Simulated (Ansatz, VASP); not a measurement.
**MnSb: VASP beside Ansatz**

```
Mn Sb
1.0
     0.00000    2.78582    2.78582
     2.78582    0.00000    2.78582
     2.78582    2.78582    0.00000
Mn Sb
1 1
Direct
  0.00000 0.00000 0.00000
  0.50000 0.50000 0.50000
```

Alike in both runs: functional PBE; k mesh 11 × 11 × 11; occupations fermi-dirac, width 0.03 eV; collinear spin.

Ansatz relaxed the structure, and its values are those at the end. VASP's run is a single point on that final structure, the one shown.

|  | VASP | Ansatz |
| --- | --- | --- |
| version | VASP 6.6.1 | Ansatz 0.2.0 |
| potentials or method | VASP PAW PBE potentials, release 64 (Mn_pv, Sb) | PAW with Ansatz's default frozen-core files, scalar-relativistic |
| plane-wave cutoff (eV) | 520 | 420 |
| valence electrons in the cell | 18 | 30 |

```csv
,VASP,Ansatz,Ansatz less VASP
pressure (GPa),0.1,0.0,-0.03
net moment per atom (μB),1.89,1.89,+0.002
size of the moment on the site where the two differ most (μB),3.72,3.76,+0.038
```

Site moments also hang on the region over which each program counts them. VASP's potentials hold 18 valence electrons a cell and Ansatz's 30, so a difference there can come from the potentials and not from the codes.

Spin-orbit coupling is off throughout.
